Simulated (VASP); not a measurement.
Set up this calculation in VASP 6.6.1, as the native input.

* Task: single point
* Functional: PBEsol
* Dispersion: D4
* Potentials or basis: VASP PAW PBE potentials, release 64 (Al)
* Cutoff: 520 eV
* k mesh: 8 × 8 × 8
* Occupations: fermi-dirac, width 0.1 eV
* Spin: non-collinear spin, typed start, spin-orbit coupling
* Starting moments: [[-0.255, -0.135, 0.456]] μB
* Dipole correction: no
* Further INCAR settings: ALGO = Normal; EDIFF = 1e-06; NBANDS = 14

The structure of Al lies in POSCAR:

```
Al
1.0
    0.0000000000      2.0645171409      2.0645171409
    2.0645171409      0.0000000000      2.0645171409
    2.0645171409      2.0645171409      0.0000000000
Al
1
Direct
    0.0000000000      0.0000000000      0.0000000000
```

One way to write it, as run:

INCAR

```
SYSTEM = Al
PREC = Accurate ; ENCUT = 520
EDIFF = 1E-6 ; ISMEAR = -1
SIGMA = 0.1 ; LREAL = .FALSE.
LASPH = .TRUE. ; NELM = 150
ALGO = Normal ; ISIF = 2
LWAVE = .FALSE. ; LCHARG = .FALSE.
MAGMOM = -0.255 -0.135 0.456 ; LORBIT = 11
LSORBIT = .TRUE. ; GGA_COMPAT = .FALSE.
LORBMOM = .TRUE. ; GGA = PS
IVDW = 13 ; NBANDS = 14
```

KPOINTS

```
Automatic mesh
0
G
  8 8 8
  0 0 0
```

Potentials or basis: VASP PAW PBE potentials, release 64 (Al).

Run with:

```bash
$ cat potpaw_PBE.64/Al/POTCAR > POTCAR
$ mpirun -np 1 vasp_ncl > vasp.out
```

Results of the run:

```json
{
  "Pressure": "-7.4 GPa",
  "Net moment": "0.00 μB per cell",
  "Valence electrons inside the program's atomic spheres": "Al 0.75",
  "Dispersion energy per atom": "-0.188 eV"
}
```

Caveat: the cell stands under tension; the PAW data sets were made with another functional, which shifts forces and pressure a little.

Run time: 3.1 min on 1 thread of Intel Xeon 8259CL (shared host), peak memory 0.24 GiB.
